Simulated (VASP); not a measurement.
Sn4P: relaxation of cell and atoms with PBE

The system is Sn4P.

```
Sn P
1.0
     4.90460    0.00000    0.00000
     0.00000    4.90460    0.00000
     0.00000    0.00000    4.90460
Sn P
4 1
Cartesian
  0.0000 2.4523 2.4523
  2.4523 2.4523 0.0000
  2.4523 0.0000 2.4523
  0.0000 0.0000 0.0000
  2.4523 2.4523 2.4523
```

```
Program                : VASP 6.6.1
Task                   : relaxation of cell and atoms
Functional             : PBE
Potentials or basis    : VASP PAW PBE potentials, release 64 (Sn_d, P)
Cutoff                 : 600 eV
k mesh                 : 4 × 4 × 4
Occupations            : gaussian, width 0.1 eV
Spin                   : no spin polarisation
Dipole correction      : no
Further INCAR settings : ALGO = Normal; EDIFF = 1e-06; IBRION = 2; EDIFFG = -0.04; NSW = 90; ISIF = 3
```

```
Relaxed volume                         : 28.23 Å³/atom
Relaxed cell                           : a = 5.207 Å, b = 5.207 Å, c = 5.207 Å, α = 90.00°, β = 90.00°, γ = 90.00°
Space group after relaxing (to 0.05 Å) : Pm-3m (No. 221)
Energy gained by relaxing              : 152.7 meV/atom
Ionic steps                            : 3
Pressure after relaxing                : 0.1 GPa
```

The path:
```tsv
step	energy change (eV)	largest force (eV/Å)	pressure (GPa)	volume (Å³)
1	0.0000	0.0000	12.61	117.98
2	-0.6661	0.0000	-2.59	152.63
3	-0.7634	0.0000	0.09	141.17
```

Final structure:
```yaml
crystal:
  lattice:
    - [5.20695, 0.00000, 0.00000]
    - [0.00000, 5.20695, 0.00000]
    - [0.00000, 0.00000, 5.20695]
  atoms:
    - { symbol: Sn, position: [0.00000, 0.50000, 0.50000] }
    - { symbol: Sn, position: [0.50000, 0.50000, 0.00000] }
    - { symbol: Sn, position: [0.50000, 0.00000, 0.50000] }
    - { symbol: Sn, position: [0.00000, 0.00000, 0.00000] }
    - { symbol: P, position: [0.50000, 0.50000, 0.50000] }
```

Levels at points of the mesh, in eV from the Fermi level:
| k point | band 26 | band 27 | band 28 | band 29 | band 30 | band 31 | band 32 | band 33 | band 34 | band 35 |
| --- | --- | --- | --- | --- | --- | --- | --- | --- | --- | --- |
| (0.00, 0.00, 0.00) | -5.80 | -5.80 | -3.46 | -0.92 | -0.92 | -0.92 | 1.22 | 1.22 | 1.22 | 3.77 |
| (0.50, 0.00, 0.00) | -5.46 | -5.46 | -1.70 | -1.70 | -0.25 | 0.26 | 0.83 | 0.98 | 0.98 | 1.88 |
| (0.50, 0.50, 0.00) | -5.17 | -1.48 | -1.48 | -1.47 | -0.59 | -0.59 | 0.08 | 0.45 | 0.45 | 1.42 |
| (0.50, 0.50, 0.50) | -3.91 | -3.91 | -3.91 | 0.63 | 0.63 | 0.63 | 1.50 | 1.50 | 2.55 | 3.59 |

Run time: 67 s on 1 thread of AMD EPYC 9R45 96-Core Processor (Zen 5), on a shared host, peak memory 0.23 GiB.

Caveat: the volume moved by over 15 % at a fixed basis, so the end points are rough; spin-orbit coupling is left out, which moves the levels of the heavy elements.
